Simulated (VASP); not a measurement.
A run of VASP 6.6.1 is set up as follows.

The input INCAR:

```
SYSTEM = Bi
PREC = Accurate
ENCUT = 520
EDIFF = 1E-8
ISMEAR = -1
SIGMA = 0.03
LREAL = .FALSE.
LASPH = .TRUE.
NELM = 60
ALGO = Normal
ISIF = 2
LWAVE = .FALSE.
LCHARG = .FALSE.
GGA = PE
LEFG = .TRUE.
NBANDS = 22
```

KPOINTS

```
regular mesh
0
G
  9 9 3
  0 0 0
```

The input POSCAR:

```
Bi
1.0
    4.6325977821      0.0000000000      0.0000000000
   -2.3162988911      4.0119473649      0.0000000000
    0.0000000000      0.0000000000     11.3558400000
Bi
2
Direct
    0.3333333333      0.6666666667      0.2500000000
    0.6666666667      0.3333333333      0.7500000000
```

Potentials or basis: VASP PAW PBE potentials, release 64 (Bi_d).

Launch:

```sh
$ cat potpaw_PBE.64/Bi_d/POTCAR > POTCAR
$ mpirun -np 1 vasp_std > vasp.out
```

Question: Estimate the pressure.

Answer: -3.2 GPa.

Question: What does it give for the band gap on the k mesh?

Answer: Zero (bands 15 and 16 overlap by 1.90 eV).

Electric field gradients, principal values (V/Å²):
```tsv
atom	least	middle	greatest (by size)
1 Bi	71.187	71.189	-142.377
2 Bi	71.187	71.189	-142.377
```

Caveat: the cell stands under tension; without QUAD_EFG the Cq values of the log hold for a quadrupole moment of 1 mb, not for the nuclei; spin-orbit coupling is left out, which moves the levels of the heavy elements.
